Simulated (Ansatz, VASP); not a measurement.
Mg3CdTe4: VASP beside Ansatz

Contents of INCAR:

```
ALGO = Normal ; EDIFF = 1E-7
ENCUT = 520 ; GGA = PE
ISIF = 2 ; ISMEAR = 0
LASPH = True ; LCHARG = False
LREAL = False ; LWAVE = False
NBANDS = 31 ; NELM = 60
PREC = Accurate ; SIGMA = 0.1
```

The input KPOINTS:

```
k-points
0
Gamma
  4 4 4
```

Contents of POSCAR:

```
Mg3CdTe4
1.0
    5.9745349200      0.0000000000      0.0000000000
    0.0000000000      5.9745349200      0.0000000000
    0.0000000000      0.0000000000      5.9745349200
Mg Cd Te
3 1 4
Direct
    0.0000000000      0.0000000000      0.5000000000
    0.0000000000      0.5000000000      0.0000000000
    0.5000000000      0.0000000000      0.0000000000
    0.5000000000      0.5000000000      0.5000000000
    0.7500000000      0.7500000000      0.7500000000
    0.7500000000      0.2500000000      0.2500000000
    0.2500000000      0.7500000000      0.2500000000
    0.2500000000      0.2500000000      0.7500000000
```

Input for Ansatz:

```yaml
crystal:
  lattice:
    - [5.97453492, 0.0, 0.0]
    - [0.0, 5.97453492, 0.0]
    - [0.0, 0.0, 5.97453492]
  atoms:
    - { symbol: Mg, position: [0.0, 0.0, 0.5] }
    - { symbol: Mg, position: [0.0, 0.5, 0.0] }
    - { symbol: Mg, position: [0.5, 0.0, 0.0] }
    - { symbol: Cd, position: [0.5, 0.5, 0.5] }
    - { symbol: Te, position: [0.75, 0.75, 0.75] }
    - { symbol: Te, position: [0.75, 0.25, 0.25] }
    - { symbol: Te, position: [0.25, 0.75, 0.25] }
    - { symbol: Te, position: [0.25, 0.25, 0.75] }
basis:
  ecutwfc: 420
kpoints:
  mp_grid: { grid: [4, 4, 4] }
hamiltonian:
  xc: pbe
scf:
  occupations: { method: gaussian, width: 0.1 }
  lower_state_search: "off"
output:
  forces: true
  stress: true
  eigenvalues: true
```

Alike in both runs: task single point; functional PBE; k mesh 4 × 4 × 4; occupations gaussian, width 0.1 eV; no spin polarisation.

```csv
,VASP,Ansatz
version,VASP 6.6.1,Ansatz 0.2.0
potentials or method,"VASP PAW PBE potentials, release 64 (Mg, Cd, Te), cutoff 520 eV","scalar-relativistic, plane waves, PAW"
valence electrons in the cell,42,114
```

|  | VASP | Ansatz | Ansatz less VASP |
| --- | --- | --- | --- |
| gap on the k mesh at the Fermi level (eV) | 2.33 | 2.35 | +0.020 |
| least direct gap on the mesh (eV) | 2.33 | 2.35 | +0.020 |
| pressure (GPa) | 16.9 | 16.7 | -0.17 |

VASP's potentials hold 42 valence electrons a cell and Ansatz's 114, so a difference there can come from the potentials and not from the codes.

Neither program's run includes spin-orbit coupling.
